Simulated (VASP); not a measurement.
Wanted: the native input for a VASP 6.6.1 run.

- Task: single point
- Functional: LDA
- Potentials or basis: VASP PAW LDA potentials, release 64 (Ta_pv, Ru_pv)
- Cutoff: 500 eV
- k mesh: 7 × 7 × 6
- Occupations: fermi-dirac, width 0.1 eV
- Spin: no spin polarisation
- Dipole correction: no
- Further INCAR settings: ALGO = Normal; EDIFF = 1e-06; NBANDS = 20

The structure of TaRu lies in POSCAR:

```
TaRu
1.0
    3.0530000000      0.0000000000      0.0000000000
    0.0000000000      3.0530000000      0.0000000000
    0.0000000000      0.0000000000      3.3890000000
Ta Ru
1 1
Direct
    0.5000000000      0.5000000000      0.5000000000
    0.0000000000      0.0000000000      0.0000000000
```

One way to write it, as run:

INCAR

```
PREC = Accurate
ENCUT = 500
EDIFF = 1E-6
ISMEAR = -1
SIGMA = 0.1
LREAL = F
LASPH = T
NELM = 120
ALGO = Normal
ISIF = 2
LWAVE = F
LCHARG = T
GGA = CA
LELF = T
LVHAR = T
NBANDS = 20
GGA_COMPAT = F
```

KPOINTS

```
Automatic mesh
0
Gamma
  7 7 6
```

Potentials or basis: VASP PAW LDA potentials, release 64 (Ta_pv, Ru_pv).

Launch:

```sh
$ cat potpaw_LDA.64/Ta_pv/POTCAR potpaw_LDA.64/Ru_pv/POTCAR > POTCAR
$ mpirun -np 1 vasp_std > vasp.out
```

Results of the run:

| Item | Value |
| --- | --- |
| Pressure | -9.9 GPa |
| Band gap on the k mesh | zero (an odd number of electrons rules out a gap without spin polarisation) |

Caveat: the cell stands under tension; spin-orbit coupling is left out, which moves the levels of the heavy elements.

It took 22 s on 1 thread of Intel(R) Xeon(R) Platinum 8375C CPU @ 2.90GHz (Ice Lake), on a shared host, peak memory 0.15 GiB.
